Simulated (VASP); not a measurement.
# MgI2 (P-3m1) in VASP: a series of runs, part 2 of 2

VASP 6.6.1. Earlier steps stand in the parts before.

### 4 Single point, PBEsol (strain -0.030 along x and y, +0.015 along z)

INCAR reads:

```
SYSTEM = MgI2
ALGO = Normal
EDIFF = 1E-7
ENCUT = 520
GGA = PS
ISIF = 2
ISMEAR = 0
LASPH = .TRUE.
LCHARG = .FALSE.
LREAL = .FALSE.
LWAVE = .FALSE.
NBANDS = 15
NELM = 80
PREC = Accurate
SIGMA = 0.05
```

KPOINTS reads:

```
k-points
0
G
  6 6 4
  0 0 0
```

POSCAR reads:

```
MgI2
1.0
    4.0290891177      0.0000000000      0.0000000000
   -2.0145445589      3.4892935301      0.0000000000
    0.0000000000      0.0000000000      6.9649300000
Mg I
1 2
Direct
    0.0000000000      0.0000000000      0.0000000000
    0.3333333333      0.6666666667      0.7576300000
    0.6666666667      0.3333333333      0.2423700000
```

Potentials or basis: VASP PAW PBE potentials, release 64 (Mg, I).

On the command line:

```console
cat potpaw_PBE.64/Mg/POTCAR potpaw_PBE.64/I/POTCAR > POTCAR
mpirun -np 1 vasp_std > vasp.out
```

OUTCAR:

```text
SYSTEM = MgI2
   EDIFF = 1E-7
   ENCUT = 520
   GGA = PS
   ISIF = 2
   ISMEAR = 0
   LASPH = .TRUE.
   LREAL = .FALSE.
   NELM = 80
   PREC = Accurate

 ion  position               nearest neighbor table
   1  0.000  0.000  0.000-   2 2.87   3 2.87   3 2.87   2 2.87   3 2.87   2 2.87
   2  0.333  0.667  0.758-   1 2.87   1 2.87   1 2.87
   3  0.667  0.333  0.242-   1 2.87   1 2.87   1 2.87

  LATTYP: Found a hexagonal cell.
 ALAT       =     4.0290891177
 C/A-ratio  =     1.7286611928

  Lattice vectors:

 A1 = (   4.0290891177,   0.0000000000,   0.0000000000)
 A2 = (  -2.0145445589,   3.4892935301,   0.0000000000)
 A3 = (   0.0000000000,   0.0000000000,   6.9649300000)

Analysis of symmetry for initial positions (statically):
=====================================================================
 Subroutine PRICEL returns:
 Original cell was already a primitive cell.

 Routine SETGRP: Setting up the symmetry group for a
 hexagonal supercell.

 Subroutine GETGRP returns: Found 12 space group operations
 (whereof 12 operations were pure point group operations)
 out of a pool of 24 trial point group operations.

The static configuration has the point symmetry D_3d.

Analysis of symmetry for dynamics (positions and initial velocities):
=====================================================================
 Subroutine PRICEL returns:
 Original cell was already a primitive cell.

 Routine SETGRP: Setting up the symmetry group for a
 hexagonal supercell.

 Subroutine GETGRP returns: Found 12 space group operations
 (whereof 12 operations were pure point group operations)
 out of a pool of 24 trial point group operations.

The dynamic configuration has the point symmetry D_3d.

 Subroutine INISYM returns: Found 12 space group operations
 (whereof 12 operations are pure point group operations),
 and found     1 'primitive' translations

----------------------------------------------------------------------------------------

                                     Primitive cell

  volume of cell :      97.9177

  direct lattice vectors                    reciprocal lattice vectors
     4.029089118  0.000000000  0.000000000     0.248195056  0.143295483  0.000000000
    -2.014544559  3.489293530  0.000000000     0.000000000  0.286590965  0.000000000
     0.000000000  0.000000000  6.964930000     0.000000000  0.000000000  0.143576461

  length of vectors
     4.029089118  4.029089118  6.964930000     0.286590965  0.286590965  0.143576461

  position of ions in fractional coordinates (direct lattice)
     0.000000000  0.000000000  0.000000000
     0.333333333  0.666666667  0.757630000
     0.666666667  0.333333333  0.242370000

  ion indices of the primitive-cell ions
   primitive index   ion index
                 1           1
                 2           2
                 3           3

----------------------------------------------------------------------------------------

 KPOINTS: k-points

Automatic generation of k-mesh.
 Grid dimensions read from file:
 generate k-points for:    6    6    4

[... 43 lines left out ...]
  0.333333  0.333333  0.500000      2.000000
   k-points           NKPTS =     24   k-points in BZ     NKDIM =     24   number of bands    NBANDS=     15
   number of dos      NEDOS =    301   number of ions     NIONS =      3
   total plane-waves  NPLWV =  48600
   dimension x,y,z NGX =    30 NGY =   30 NGZ =   54
   dimension x,y,z NGXF=    60 NGYF=   60 NGZF=  108
   ions per type =               1   2
   NGX,Y,Z   is equivalent  to a cutoff of  12.38, 12.38, 12.89 a.u.
   NGXF,Y,Z  is equivalent  to a cutoff of  24.76, 24.76, 25.78 a.u.
 SYSTEM =  MgI2
   PREC   = accura    normal or accurate (medium, high low for compatibility)
   ISTART =      0    job   : 0-new  1-cont  2-samecut
   ICHARG =      2    charge: 1-file 2-atom 10-const
   ISPIN  =      1    spin polarized calculation?
   LNONCOLLINEAR =      F non collinear calculations
   LSORBIT =      F    spin-orbit coupling
   LASPH  =      T    aspherical Exc in radial PAW
   ENCUT  =  520.0 eV  38.22 Ry    6.18 a.u.   7.49  7.49 12.95*2*pi/ulx,y,z
   NELM   =     80;   NELMIN=  2; NELMDL= -5     # of ELM steps
   EDIFF  = 0.1E-06   stopping-criterion for ELM
   LREAL  =      F    real-space projection
   EDIFFG = 0.1E-05   stopping-criterion for IOM
   NSW    =      0    number of steps for IOM
   IBRION =     -1    ionic relax: 0-MD 1-quasi-New 2-CG
   NFREE  =      0    steps in history (QN), initial steepest desc. (CG)
   ISIF   =      2    stress and relaxation
   ISYM   =      2    0-nonsym 1-usesym 2-fastsym
   POTIM  = 0.5000    time-step for ionic-motion
   TEBEG  =    0.0;   TEEND  =   0.0 temperature during run
   PSTRESS=    0.0 pullay stress
   NELECT =      16.0000    total number of electrons
   NUPDOWN=      -1.0000    fix difference up-down
   EMIN   =  10.00;   EMAX   =-10.00  energy-range for DOS
   EFERMI =   0.00;   METHOD = LEGACY
   ISMEAR =     0;   SIGMA  =   0.05  broadening in eV -4-tet -1-fermi 0-gaus
   EFERMI_NEDOS =   21; number of points for ismear=-14 and -15
   IALGO  =     38    algorithm
   IMIX   =      4    mixing-type and parameters
     AMIX     =   0.40;   BMIX     =  1.00
     AMIX_MAG =   1.60;   BMIX_MAG =  1.00
  volume/ion in A,a.u.               =      32.64       220.26
  Fermi-wavevector in a.u.,A,eV,Ry     =   0.895010  1.691323 10.898845  0.801043
  Thomas-Fermi vector in A             =   2.017287
   LORBIT       =      0    0 simple, 1 ext, 2 COOP (PROOUT), +10 PAW based schemes
   GGA     = PS    functional components
   LHFCALC =     F    Hartree Fock is set to
   AEXX    =    0.0000 exact exchange contribution
   IVDW    =     0    specifies the selected vdW correction
   LEPSILON=     F    determine dielectric tensor
   LRPA    =     F    only Hartree local field effects (RPA)
 non-spin polarized calculation
 Gauss-broadening in eV      SIGMA  =   0.05
  energy-cutoff  :      520.00
  volume of cell :       97.92
 maximum number of plane-waves:      2666
 NGX is ok and might be reduce to    30
   NGX = 15   NGY = 15   NGZ = 25

 number of electron      15.9999999 magnetization

 Free energy of the ion-electron system (eV)
  ---------------------------------------------------
  ext. energy  EPLUGINS =         0.00000000
  ---------------------------------------------------
  free energy    TOTEN  =        -8.39669834 eV

  energy without entropy =       -8.39669834  energy(sigma->0) =       -8.39669834

 E-fermi :   2.9708     XC(G=0):  -8.5594

 val. band max:        2.7079829332   @ k =   0.0000   0.0000   0.0000
 cond. band min:       6.1652551981   @ k =   0.5000   0.0000   0.2500
 fundamental gap:      3.4572722650
 Fermi energy:         2.9708281997

 k-point     1 :       0.0000    0.0000    0.0000
  band No.  band energies     occupation
      1      -9.6839      2.00000
      2      -8.9577      2.00000
      3      -1.2103      2.00000
      4       2.3320      2.00000
      5       2.3320      2.00000
      6       2.4521      2.00000
      7       2.7080      2.00000
      8       2.7080      2.00000
      9       6.4995      0.00000
     10       7.5010      0.00000
     11       9.5282      0.00000
     12       9.5282      0.00000
     13       9.7355      0.00000
     14      10.8373      0.00000
[... 401 lines left out ...]
      2      -8.6436      2.00000
      3      -0.7184      2.00000
      4      -0.3299      2.00000
      5      -0.3299      2.00000
      6       0.1921      2.00000
      7       1.9303      2.00000
      8       1.9303      2.00000
      9       7.4778      0.00000
     10       8.1446      0.00000
     11       8.1446      0.00000
     12       9.6956      0.00000
     13      11.3174      0.00000
     14      11.4072      0.00000
     15      11.6355      0.00000

------------------------ aborting loop because EDIFF is reached ----------------------------------------

  FORCE on cell =-STRESS in cart. coord.  units (eV):
  Direction    XX          YY          ZZ          XY          YZ          ZX
  --------------------------------------------------------------------------------------
  -------------------------------------------------------------------------------------
  Total        1.0838091      1.0838091      0.3764324     -0.0000000     -0.0000000     -0.0000000
  in kB       17.7338177     17.7338177      6.1593721     -0.0000000     -0.0000000     -0.0000000
  external PRESSURE =      13.8756692 kB  Pullay stress =       0.0000000 kB

 VOLUME and BASIS-vectors are now :
 -----------------------------------------------------------------------------
  energy-cutoff  :      520.00
  volume of cell :       97.92
      direct lattice vectors                 reciprocal lattice vectors
     4.029089118  0.000000000  0.000000000     0.248195056  0.143295483  0.000000000
    -2.014544559  3.489293530  0.000000000     0.000000000  0.286590965  0.000000000
     0.000000000  0.000000000  6.964930000     0.000000000  0.000000000  0.143576461

 POSITION                                       TOTAL-FORCE (eV/Angst)
 -----------------------------------------------------------------------------------
      0.00000      0.00000      0.00000        -0.000000      0.000000      0.000000
     -0.00000      2.32620      5.27684         0.000000     -0.000000     -0.069917
      2.01454      1.16310      1.68809        -0.000000      0.000000      0.069917
 -----------------------------------------------------------------------------------
    total drift:                                0.000000     -0.000000     -0.000000

  FREE ENERGIE OF THE ION-ELECTRON SYSTEM (eV)
  ---------------------------------------------------
  free  energy   TOTEN  =        -8.3966983417 eV

  energy  without entropy=       -8.3966983417  energy(sigma->0) =       -8.39669834
```

OSZICAR:

```text
N       E                     dE             d eps       ncg     rms          rms(c)
DAV:   1     0.729023266661E+02    0.72902E+02   -0.58692E+03   720   0.850E+02
DAV:   2    -0.316545528194E+01   -0.76068E+02   -0.68690E+02  1008   0.133E+02
DAV:   3    -0.843603186019E+01   -0.52706E+01   -0.52507E+01   930   0.399E+01
DAV:   4    -0.853223192290E+01   -0.96200E-01   -0.96192E-01  1083   0.642E+00
DAV:   5    -0.853265702210E+01   -0.42510E-03   -0.42509E-03   909   0.423E-01    0.442E+00
DAV:   6    -0.842480461838E+01    0.10785E+00   -0.89464E-02   867   0.147E+00    0.285E+00
DAV:   7    -0.839885608786E+01    0.25949E-01   -0.99414E-02   846   0.153E+00    0.588E-01
DAV:   8    -0.839669962586E+01    0.21565E-02   -0.74047E-03   895   0.473E-01    0.245E-01
DAV:   9    -0.839670566665E+01   -0.60408E-05   -0.64859E-04   923   0.151E-01    0.104E-01
DAV:  10    -0.839669526416E+01    0.10402E-04   -0.34634E-05   916   0.387E-02    0.357E-02
DAV:  11    -0.839669857348E+01   -0.33093E-05   -0.64487E-06   909   0.141E-02    0.238E-02
DAV:  12    -0.839669832507E+01    0.24841E-06   -0.10727E-06   951   0.557E-03    0.885E-03
DAV:  13    -0.839669834167E+01   -0.16595E-07   -0.84372E-08   690   0.163E-03
   1 F= -.83966983E+01 E0= -.83966983E+01  d E =-.390318E-15
```

Wall time 18 s (1 thread of Intel Xeon Platinum 8559C (Emerald Rapids), shared host); peak memory 0.21 GiB.

Results:

- Free energy: -8.3967 eV
- Pressure: 1.4 GPa
- Largest force: 0.070 eV/Å
- Band gap on the k mesh: 3.46 eV, indirect (least direct gap 3.79 eV)

Forces on the atoms (eV/Å):
```
Mg   0.000  0.000  0.000
I    0.000  0.000 -0.070
I    0.000  0.000  0.070
```

Stress tensor (GPa, compression positive):
```
1.77 0.00 0.00
0.00 1.77 0.00
0.00 0.00 0.62
```

Levels at points of the mesh, in eV from the valence-band top:
```tsv
k point	band 6	band 7	band 8	band 9	band 10	band 11
(0.00, 0.00, 0.00)	-0.26	0.00	0.00	3.79	4.79	6.82
(0.50, 0.00, 0.00)	-1.41	-1.11	-0.52	3.59	5.17	5.17
(0.00, 0.00, 0.50)	-0.29	-0.09	-0.09	4.86	4.88	6.66
(0.50, 0.00, 0.50)	-1.25	-1.02	-0.75	3.46	4.92	5.26
```

Caveat: the cell differs from its parent crystal (strain -0.030 along x and y, +0.015 along z); the PAW data sets were made with another functional, which shifts forces and pressure a little; spin-orbit coupling is left out, which moves the levels of the heavy elements; this functional lacks dispersion, which binds the layers, so the pressure and a relaxed spacing across them are unreliable. A k mesh can miss the band edges.

### 5 Single point, PBEsol (strain -0.015 along x and y, -0.015 along z)

INCAR reads:

```
SYSTEM = MgI2
  PREC = Accurate
  ENCUT = 520
  EDIFF = 1E-6
  ISMEAR = 0
  SIGMA = 0.05
  LREAL = .FALSE.
  LASPH = .TRUE.
  NELM = 60
  ALGO = Normal
  ISIF = 2
  LWAVE = .FALSE.
  LCHARG = .FALSE.
  GGA = PS
  NBANDS = 15
```

KPOINTS reads:

```
Automatic mesh
0
G
  6 6 4
  0 0 0
```

POSCAR reads:

```
MgI2
1.0
    4.0913946196      0.0000000000      0.0000000000
   -2.0456973098      3.5432516774      0.0000000000
    0.0000000000      0.0000000000      6.7590700000
Mg I
1 2
Direct
    0.0000000000      0.0000000000      0.0000000000
    0.3333333333      0.6666666667      0.7576300000
    0.6666666667      0.3333333333      0.2423700000
```

On the command line:

```console
cat potpaw_PBE.64/Mg/POTCAR potpaw_PBE.64/I/POTCAR > POTCAR
mpirun -np 1 vasp_std > vasp.out
```

Run time: 15 s. Hardware: 1 thread of Intel Xeon Platinum 8559C (Emerald Rapids), shared host; peak memory 0.2 GiB.

Results (log left out):

* Free energy: -8.4047 eV
* Pressure: 1.3 GPa
* Largest force: 0.193 eV/Å
* Band gap on the k mesh: 3.46 eV, indirect (least direct gap 3.75 eV)

Forces on the atoms (eV/Å):
```
Mg   0.000  0.000  0.000
I    0.000  0.000 -0.193
I    0.000  0.000  0.193
```

Stress tensor (GPa, compression positive):
```
1.19 0.00 0.00
0.00 1.19 0.00
0.00 0.00 1.51
```

Levels at points of the mesh, in eV from the valence-band top:
```tsv
k point	band 6	band 7	band 8	band 9	band 10	band 11
(0.00, 0.00, 0.00)	-0.10	-0.10	0.00	3.75	4.62	6.66
(0.50, 0.00, 0.00)	-1.53	-1.04	-0.52	3.56	5.21	5.34
(0.00, 0.00, 0.50)	-0.42	-0.21	-0.21	4.73	4.75	6.46
(0.50, 0.00, 0.50)	-1.24	-0.91	-0.79	3.51	5.05	5.46
```

Caveat: the cell differs from its parent crystal (strain -0.015 along x and y, -0.015 along z); the PAW data sets were made with another functional, which shifts forces and pressure a little; spin-orbit coupling is left out, which moves the levels of the heavy elements; this functional lacks dispersion, which binds the layers, so the pressure and a relaxed spacing across them are unreliable.

### 6 Summary

| cell | gap on the mesh (eV) | pressure (GPa) | largest force (eV/Å) |
| --- | --- | --- | --- |
| a = 4.029, b = 4.029, c = 6.862 Å, angles 90.0, 90.0, 120.0°, 3 atoms | 3.50 | 1.9 | 0.20 |
| a = 4.091, b = 4.091, c = 6.656 Å, angles 90.0, 90.0, 120.0°, 3 atoms | 3.38 | 1.9 | 0.32 |
| a = 4.029, b = 4.029, c = 6.965 Å, angles 90.0, 90.0, 120.0°, 3 atoms | 3.46 | 1.4 | 0.07 |
| a = 4.091, b = 4.091, c = 6.759 Å, angles 90.0, 90.0, 120.0°, 3 atoms | 3.46 | 1.3 | 0.19 |

Alike in all rows: task single point; level PBEsol; potentials or basis VASP PAW PBE potentials, release 64 (Mg, I); no spin polarisation; k mesh 6 × 6 × 4; cutoff (eV) 520; smearing gaussian 0.05 eV.

Caveats: the PAW data sets were made with another functional, which shifts forces and pressure a little; spin-orbit coupling is left out, which moves the levels of the heavy elements; this functional lacks dispersion, which binds the layers, so the pressure and a relaxed spacing across them are unreliable.

Total energies depend on the potentials used, so only differences within one code and one set of settings carry meaning.
